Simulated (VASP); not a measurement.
# B6C (P6/mmm) in VASP: further runs

B6C is run at these levels: PBE; tasks: single point.

Program: VASP 6.6.1. These are calculated values, not measurements. Logs are shortened: lines on timing, memory, paths and dates and some standing lists are left out, and cuts for length are marked.

### Step 1. The cell of the first run

The structure is hexagonal, space group P6/mmm (No. 191). Conventional cell: a = 4.510 Å, b = 4.510 Å, c = 3.247 Å, α = 90.00°, β = 90.00°, γ = 120.00°. Within 2.3 Å of B (site symmetry 2mm) lie 6 B at 1.62 to 2.26 Å. Within 3.4 Å of C (site symmetry 6/mmm) lie 24 B at 2.40 to 3.32 Å and 2 C at 3.25 Å.

The cell was built from a structure type or drawn by symmetry, and may not be a known phase.

### Step 2. Single point, PBE

INCAR

```
PREC     = Accurate       # precision mode
ENCUT    = 600            # plane-wave cutoff, eV
EDIFF    = 1E-6           # SCF threshold, eV
ISMEAR   = 0              # smearing method
SIGMA    = 0.2            # smearing width, eV
LREAL    = False          # projectors in reciprocal space
LASPH    = True           # aspherical terms in the spheres
NELM     = 120            # most SCF steps
ALGO     = Normal         # electronic algorithm
ISIF     = 2              # what is computed and relaxed
LWAVE    = False          # write WAVECAR
LCHARG   = False          # write CHGCAR
GGA      = PE             # functional
NBANDS   = 20             # bands
GGA_COMPAT= False
```

KPOINTS

```
Automatic mesh
0
Gamma
  4 4 5
```

POSCAR

```
B6C
1.0
    4.5102782422      0.0000000029      0.0000000000
   -2.2551391236      3.9060155344      0.0000000000
    0.0000000000      0.0000000000      3.2468968206
B C
6 1
Direct
    0.5000000000      0.0000000000      0.7499965235
    0.0000000000      0.5000000000      0.7499965235
    0.5000000000      0.5000000000      0.7499965235
    0.0000000000      0.5000000000      0.2500034765
    0.5000000000      0.0000000000      0.2500034765
    0.5000000000      0.5000000000      0.2500034765
    0.0000000000      0.0000000000      0.0000000000
```

Potentials or basis: VASP PAW PBE potentials, release 64 (B, C).

On the command line:

```console
cat potpaw_PBE.64/B/POTCAR potpaw_PBE.64/C/POTCAR > POTCAR
mpirun -np 1 vasp_std > vasp.out
```

OUTCAR:

```text
PREC = Accurate
   ENCUT = 600
   EDIFF = 1E-6
   ISMEAR = 0
   LREAL = False
   LASPH = True
   NELM = 120
   ISIF = 2
   GGA = PE

 ion  position               nearest neighbor table
   1  0.500  0.000  0.750-   5 1.62   5 1.62
   2  0.000  0.500  0.750-   4 1.62   4 1.62
   3  0.500  0.500  0.750-   6 1.62   6 1.62
   4  0.000  0.500  0.250-   2 1.62   2 1.62
   5  0.500  0.000  0.250-   1 1.62   1 1.62
   6  0.500  0.500  0.250-   3 1.62   3 1.62
   7  0.000  0.000  0.000-

  LATTYP: Found a hexagonal cell.
 ALAT       =     4.5102782422
 C/A-ratio  =     0.7198883630

  Lattice vectors:

 A1 = (   4.5102782422,   0.0000000029,   0.0000000000)
 A2 = (  -2.2551391236,   3.9060155344,   0.0000000000)
 A3 = (   0.0000000000,   0.0000000000,   3.2468968206)

Analysis of symmetry for initial positions (statically):
=====================================================================
 Subroutine PRICEL returns:
 Original cell was already a primitive cell.

 Routine SETGRP: Setting up the symmetry group for a
 hexagonal supercell.

 Subroutine GETGRP returns: Found 24 space group operations
 (whereof 24 operations were pure point group operations)
 out of a pool of 24 trial point group operations.

The static configuration has the point symmetry D_6h.

Analysis of symmetry for dynamics (positions and initial velocities):
=====================================================================
 Subroutine PRICEL returns:
 Original cell was already a primitive cell.

 Routine SETGRP: Setting up the symmetry group for a
 hexagonal supercell.

 Subroutine GETGRP returns: Found 24 space group operations
 (whereof 24 operations were pure point group operations)
 out of a pool of 24 trial point group operations.

The dynamic configuration has the point symmetry D_6h.

 Subroutine INISYM returns: Found 24 space group operations
 (whereof 24 operations are pure point group operations),
 and found     1 'primitive' translations

----------------------------------------------------------------------------------------

                                     Primitive cell

  volume of cell :      57.2013

  direct lattice vectors                    reciprocal lattice vectors
     4.510278242  0.000000003  0.000000000     0.221715811  0.128007684  0.000000000
    -2.255139124  3.906015534  0.000000000    -0.000000000  0.256015367  0.000000000
     0.000000000  0.000000000  3.246896821     0.000000000  0.000000000  0.307986381

  length of vectors
     4.510278242  4.510278242  3.246896821     0.256015367  0.256015367  0.307986381

  position of ions in fractional coordinates (direct lattice)
     0.500000000  0.000000000  0.749996524
     0.000000000  0.500000000  0.749996524
     0.500000000  0.500000000  0.749996524
     0.000000000  0.500000000  0.250003476
     0.500000000  0.000000000  0.250003476
     0.500000000  0.500000000  0.250003476
     0.000000000  0.000000000  0.000000000

  ion indices of the primitive-cell ions
   primitive index   ion index
                 1           1
                 2           2
                 3           3
                 4           4
                 5           5
                 6           6
                 7           7

----------------------------------------------------------------------------------------

 KPOINTS: Automatic mesh

Automatic generation of k-mesh.
 Grid dimensions read from file:
 generate k-points for:    4    4    5

 Generating k-lattice:

  Cartesian coordinates                     Fractional coordinates (reciprocal lattice)
     0.055428953  0.032001921  0.000000000     0.250000000  0.000000000  0.000000000
    -0.000000000  0.064003842  0.000000000     0.000000000  0.250000000  0.000000000
     0.000000000  0.000000000  0.061597276     0.000000000  0.000000000  0.200000000

  Length of vectors
     0.064003842  0.064003842  0.061597276

  Shift w.r.t. Gamma in fractional coordinates (k-lattice)
     0.000000000  0.000000000  0.000000000

 Subroutine IBZKPT returns following result:
 ===========================================

 Found     12 irreducible k-points:

 Following reciprocal coordinates:
            Coordinates               Weight
  0.000000  0.000000  0.000000      1.000000
  0.250000  0.000000  0.000000      6.000000
  0.500000  0.000000  0.000000      3.000000
  0.250000  0.250000  0.000000      6.000000
  0.000000  0.000000  0.200000      2.000000
  0.250000  0.000000  0.200000     12.000000
  0.500000  0.000000  0.200000      6.000000
  0.250000  0.250000  0.200000     12.000000
  0.000000  0.000000  0.400000      2.000000
  0.250000  0.000000  0.400000     12.000000
  0.500000  0.000000  0.400000      6.000000
  0.250000  0.250000  0.400000     12.000000
   k-points           NKPTS =     12   k-points in BZ     NKDIM =     12   number of bands    NBANDS=     20
   number of dos      NEDOS =    301   number of ions     NIONS =      7
   total plane-waves  NPLWV =  36288
   dimension x,y,z NGX =    36 NGY =   36 NGZ =   28
   dimension x,y,z NGXF=    72 NGYF=   72 NGZF=   56
   ions per type =               6   1
   NGX,Y,Z   is equivalent  to a cutoff of  13.27, 13.27, 14.34 a.u.
   NGXF,Y,Z  is equivalent  to a cutoff of  26.54, 26.54, 28.67 a.u.
 SYSTEM =  unknown system
   PREC   = accura    normal or accurate (medium, high low for compatibility)
   ISTART =      0    job   : 0-new  1-cont  2-samecut
   ICHARG =      2    charge: 1-file 2-atom 10-const
   ISPIN  =      1    spin polarized calculation?
   LNONCOLLINEAR =      F non collinear calculations
   LSORBIT =      F    spin-orbit coupling
   LASPH  =      T    aspherical Exc in radial PAW
   ENCUT  =  600.0 eV  44.10 Ry    6.64 a.u.   9.01  9.01  6.48*2*pi/ulx,y,z
   NELM   =    120;   NELMIN=  2; NELMDL= -5     # of ELM steps
   EDIFF  = 0.1E-05   stopping-criterion for ELM
   LREAL  =      F    real-space projection
   EDIFFG = 0.1E-04   stopping-criterion for IOM
   NSW    =      0    number of steps for IOM
   IBRION =     -1    ionic relax: 0-MD 1-quasi-New 2-CG
   NFREE  =      0    steps in history (QN), initial steepest desc. (CG)
   ISIF   =      2    stress and relaxation
   ISYM   =      2    0-nonsym 1-usesym 2-fastsym
   POTIM  = 0.5000    time-step for ionic-motion
   TEBEG  =    0.0;   TEEND  =   0.0 temperature during run
   PSTRESS=    0.0 pullay stress
   NELECT =      22.0000    total number of electrons
   NUPDOWN=      -1.0000    fix difference up-down
   EMIN   =  10.00;   EMAX   =-10.00  energy-range for DOS
   EFERMI =   0.00;   METHOD = LEGACY
   ISMEAR =     0;   SIGMA  =   0.20  broadening in eV -4-tet -1-fermi 0-gaus
   EFERMI_NEDOS =   21; number of points for ismear=-14 and -15
   IALGO  =     38    algorithm
   IMIX   =      4    mixing-type and parameters
     AMIX     =   0.40;   BMIX     =  1.00
     AMIX_MAG =   1.60;   BMIX_MAG =  1.00
  volume/ion in A,a.u.               =       8.17        55.14
  Fermi-wavevector in a.u.,A,eV,Ry     =   1.190549  2.249811 19.284979  1.417406
  Thomas-Fermi vector in A             =   2.326631
   LORBIT       =      0    0 simple, 1 ext, 2 COOP (PROOUT), +10 PAW based schemes
   GGA     = PE    functional components
   LHFCALC =     F    Hartree Fock is set to
   AEXX    =    0.0000 exact exchange contribution
   IVDW    =     0    specifies the selected vdW correction
   LEPSILON=     F    determine dielectric tensor
   LRPA    =     F    only Hartree local field effects (RPA)
 non-spin polarized calculation
 Gauss-broadening in eV      SIGMA  =   0.20
  energy-cutoff  :      600.00
  volume of cell :       57.20
 maximum number of plane-waves:      1922
 NGX is ok and might be reduce to    36
   NGX = 17   NGY = 17   NGZ = 13

 number of electron      21.9999999 magnetization

 Free energy of the ion-electron system (eV)
  ---------------------------------------------------
  ext. energy  EPLUGINS =         0.00000000
  ---------------------------------------------------
  free energy    TOTEN  =       -37.26673576 eV

  energy without entropy =      -37.21215053  energy(sigma->0) =      -37.23944315

 E-fermi :   5.4341     XC(G=0): -11.4549

 val. band max:        5.4173792016   @ k =   0.2500   0.2500   0.0000
 cond. band min:       5.5040310878   @ k =   0.2500   0.2500   0.4000
 fundamental gap:      0.0866518862
 Fermi energy:         5.4340744243

 k-point     1 :       0.0000    0.0000    0.0000
  band No.  band energies     occupation
      1      -9.4532      2.00000
      2      -2.5278      2.00000
      3      -2.2742      2.00000
      4      -1.2686      2.00000
      5      -1.2686      2.00000
      6      -0.9881      2.00000
[... 12 lines left out ...]
     19      12.9586      0.00000
     20      12.9586      0.00000

 k-point     2 :       0.2500    0.0000    0.0000
  band No.  band energies     occupation
      1      -8.9526      2.00000
      2      -4.9893      2.00000
      3      -3.3138      2.00000
      4      -2.5901      2.00000
      5      -0.6960      2.00000
      6       0.7953      2.00000
[... 12 lines left out ...]
     19      11.9653      0.00000
     20      12.4717      0.00000

 k-point     3 :       0.5000    0.0000    0.0000
  band No.  band energies     occupation
      1      -7.6254      2.00000
      2      -7.2605      2.00000
      3      -3.7721      2.00000
      4      -3.0767      2.00000
      5       0.0059      2.00000
      6       1.1020      2.00000
[... 12 lines left out ...]
     19      11.9060      0.00000
     20      12.8530      0.00000

 k-point     4 :       0.2500    0.2500    0.0000
  band No.  band energies     occupation
      1      -7.9646      2.00000
      2      -6.1483      2.00000
      3      -5.6850      2.00000
      4      -0.5043      2.00000
      5       0.0782      2.00000
      6       0.2607      2.00000
[... 153 lines left out ...]
 k-point    11 :       0.5000    0.0000    0.4000
  band No.  band energies     occupation
      1      -5.9691      2.00000
      2      -5.8490      2.00000
      3      -3.8947      2.00000
      4      -3.3387      2.00000
      5      -1.7417      2.00000
      6      -1.6946      2.00000
[... 12 lines left out ...]
     19      10.6840      0.00000
     20      12.5544      0.00000

 k-point    12 :       0.2500    0.2500    0.4000
  band No.  band energies     occupation
      1      -6.3951      2.00000
      2      -4.6226      2.00000
      3      -4.4915      2.00000
      4      -3.8140      2.00000
      5      -2.4789      2.00000
      6      -0.8348      2.00000
[... 12 lines left out ...]
     19      10.9281      0.00000
     20      11.7943      0.00000

------------------------ aborting loop because EDIFF is reached ----------------------------------------

  FORCE on cell =-STRESS in cart. coord.  units (eV):
  Direction    XX          YY          ZZ          XY          YZ          ZX
  --------------------------------------------------------------------------------------
  -------------------------------------------------------------------------------------
  Total        0.0582139      0.0582139     -0.1244993      0.0000000      0.0000000     -0.0000000
  in kB        1.6305398      1.6305398     -3.4871586      0.0000000      0.0000000     -0.0000000
  external PRESSURE =      -0.0753597 kB  Pullay stress =       0.0000000 kB

 VOLUME and BASIS-vectors are now :
 -----------------------------------------------------------------------------
  energy-cutoff  :      600.00
  volume of cell :       57.20
      direct lattice vectors                 reciprocal lattice vectors
     4.510278242  0.000000003  0.000000000     0.221715811  0.128007684  0.000000000
    -2.255139124  3.906015534  0.000000000    -0.000000000  0.256015367  0.000000000
     0.000000000  0.000000000  3.246896821     0.000000000  0.000000000  0.307986381

 POSITION                                       TOTAL-FORCE (eV/Angst)
 -----------------------------------------------------------------------------------
      2.25514      0.00000      2.43516        -0.000000      0.000000     -0.012810
     -1.12757      1.95301      2.43516         0.000000     -0.000000     -0.012810
      1.12757      1.95301      2.43516         0.000000     -0.000000     -0.012810
     -1.12757      1.95301      0.81174        -0.000000      0.000000      0.012810
      2.25514      0.00000      0.81174         0.000000     -0.000000      0.012810
      1.12757      1.95301      0.81174        -0.000000      0.000000      0.012810
      0.00000      0.00000      0.00000        -0.000000     -0.000000      0.000000
 -----------------------------------------------------------------------------------
    total drift:                                0.000000      0.000000      0.000000

  FREE ENERGIE OF THE ION-ELECTRON SYSTEM (eV)
  ---------------------------------------------------
  free  energy   TOTEN  =       -37.2667357603 eV

  energy  without entropy=      -37.2121505302  energy(sigma->0) =      -37.23944315
```

It took 31 s on 1 thread of AMD EPYC 7R13, shared host; peak memory 0.15 GiB.

Results:

* Free energy: -37.2667 eV
* Pressure: 0.0 GPa
* Largest force: 0.013 eV/Å
* Band gap on the k mesh: zero (bands 11 and 12 overlap by 1.83 eV)

Forces on the atoms (eV/Å):
```
B    0.000  0.000 -0.013
B    0.000  0.000 -0.013
B    0.000  0.000 -0.013
B    0.000  0.000  0.013
B    0.000  0.000  0.013
B    0.000  0.000  0.013
C    0.000  0.000  0.000
```

Stress tensor (GPa, compression positive):
```
 0.16  0.00  0.00
 0.00  0.16  0.00
 0.00  0.00 -0.35
```

Caveat: the k points lie up to 0.40 Å⁻¹ apart, too coarse for converged energies and pressures of a metal.

### Step 3. Single point, PBE

This run uses another cell than the first one, of 10.62 Å³/atom.

INCAR

```
SYSTEM = B6C
PREC     = Accurate       ! precision mode
ENCUT    = 600            ! plane-wave cutoff, eV
EDIFF    = 1E-6           ! SCF threshold, eV
ISMEAR   = 0              ! smearing method
SIGMA    = 0.2            ! smearing width, eV
LREAL    = .False.        ! projectors in reciprocal space
LASPH    = .True.         ! aspherical terms in the spheres
NELM     = 120            ! most SCF steps
ALGO     = Normal         ! electronic algorithm
ISIF     = 2              ! what is computed and relaxed
LWAVE    = .False.        ! write WAVECAR
LCHARG   = .True.         ! write CHGCAR
GGA      = PE             ! functional
LELF     = .True.         ! ELF
LVHAR    = .True.       
NBANDS   = 20             ! bands
GGA_COMPAT= .False.
```

KPOINTS

```
regular mesh
0
Gamma
  5 5 3
  0 0 0
```

POSCAR

```
B6C
1.0
    3.3978073508      0.0000000000      0.0000000000
   -1.6989036754      2.9425874830      0.0000000000
    0.0000000000      0.0000000000      7.4331778144
B C
6 1
Direct
    0.5000000000      0.0000000000      0.5000000000
    0.0000000000      0.5000000000      0.5000000000
    0.5000000000      0.5000000000      0.5000000000
    0.5000000000      0.0000000000      0.0000000000
    0.0000000000      0.5000000000      0.0000000000
    0.5000000000      0.5000000000      0.0000000000
    0.0000000000      0.0000000000      0.5000000000
```

Potentials or basis: VASP PAW PBE potentials, release 64 (B, C).

On the command line:

```console
cat potpaw_PBE.64/B/POTCAR potpaw_PBE.64/C/POTCAR > POTCAR
mpirun -np 1 vasp_std > vasp.out
```

It took 45 s on 1 thread of AMD EPYC 7R13, shared host; peak memory 0.17 GiB.

It converged, with:

```yaml
Free_energy: -41.3692 eV
Pressure: 0.4 GPa
Band_gap_on_the_k_mesh: zero (bands 11 and 12 overlap by 0.24 eV)
```

Stress tensor (GPa, compression positive):
```
0.35 0.00 0.00
0.00 0.35 0.00
0.00 0.00 0.57
```

Levels at points of the mesh, in eV from the Fermi level:
```tsv
k point	band 8	band 9	band 10	band 11	band 12	band 13	band 14	band 15
(0.00, 0.00, 0.00)	-3.73	-2.63	-0.64	-0.64	1.88	1.88	3.70	3.87
```

Caveat: the k points lie up to 0.43 Å⁻¹ apart; this functional lacks dispersion, which binds the layers, so the pressure and a relaxed spacing across them are unreliable.
